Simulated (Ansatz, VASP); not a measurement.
## Two plane-wave programs on Mn

POSCAR

```
Mn
1.0
    2.3324620846      0.0000000000      0.0000000000
    0.0000000000      2.3324620846      0.0000000000
    0.0000000000      0.0000000000      2.3324620846
Mn
1
Direct
    0.0000000000      0.0000000000      0.0000000000
```

INCAR.step1

```
ALGO = Normal ; EDIFF = 1E-4
ENCUT = 520 ; GGA = PE
ISMEAR = -1 ; ISPIN = 2
LASPH = True ; LCHARG = False
LMAXMIX = 4 ; LREAL = False
LWAVE = True ; MAGMOM = 1.699
NBANDS = 16 ; NELM = 150
PREC = Accurate ; SIGMA = 0.05
```

Contents of INCAR.step2:

```
ALGO = Normal ; EDIFF = 1E-6
ENCUT = 520 ; ISIF = 2
ISMEAR = -1 ; ISPIN = 2
ISTART = 1 ; LASPH = True
LCHARG = False ; LMAXMIX = 4
LMIXTAU = True ; LORBIT = 11
LREAL = False ; LWAVE = False
MAGMOM = 1.699 ; METAGGA = R2SCAN
NBANDS = 16 ; NELM = 150
PREC = Accurate ; SIGMA = 0.05
```

The input KPOINTS:

```
k-points
0
Gamma
  22 22 22
```

Input for Ansatz:

```yaml
crystal:
  lattice:
    - [2.3324620846, 0.0, 0.0]
    - [0.0, 2.3324620846, 0.0]
    - [0.0, 0.0, 2.3324620846]
  atoms:
    - { symbol: Mn, position: [0.0, 0.0, 0.0], spin: 1.699 }
hamiltonian:
  xc: r2scan
  pseudopotentials:
    kind: paw
    azcp:
      Mn: "pseudopotentials/Mn.paw.azcp"
basis:
  ecutwfc: 500
  fft_grid_basis: typed
kpoints:
  mp_grid: { grid: [22, 22, 22], shift: [0, 0, 0] }
magnetization:
  spin_polarized: true
scf:
  occupations: { method: fermi_dirac, width: 0.05 }
output:
  write_density: true
  write_potential: true
  elf: true
  volumetric_format: npy
```

Alike in both runs: task single point; functional r2SCAN; k mesh 22 × 22 × 22; occupations fermi-dirac, width 0.05 eV; collinear spin.

|  | VASP | Ansatz |
| --- | --- | --- |
| version | VASP 6.6.1 | Ansatz 0.2.0 |
| potentials or method | VASP PAW PBE potentials, release 64 (Mn_pv), cutoff 520 eV | plane waves (500 eV) with PAW, scalar-relativistic |
| valence electrons in the cell | 13 | 15 |

Ansatz gave:

- net moment per atom (μB): 1.83
- size of the moment on the site where the two differ most (μB): 1.80

Question: What did VASP give for the same quantities?

Answer: net moment per atom (μB): 1.82; size of the moment on the site where the two differ most (μB): 1.83.

VASP's potentials were made for PBE, not for r2SCAN. Site moments also hang on the region over which each program counts them. VASP's potentials hold 13 valence electrons a cell and Ansatz's 15, so a difference there can come from the potentials and not from the codes. Ansatz's warnings: stability check not made.
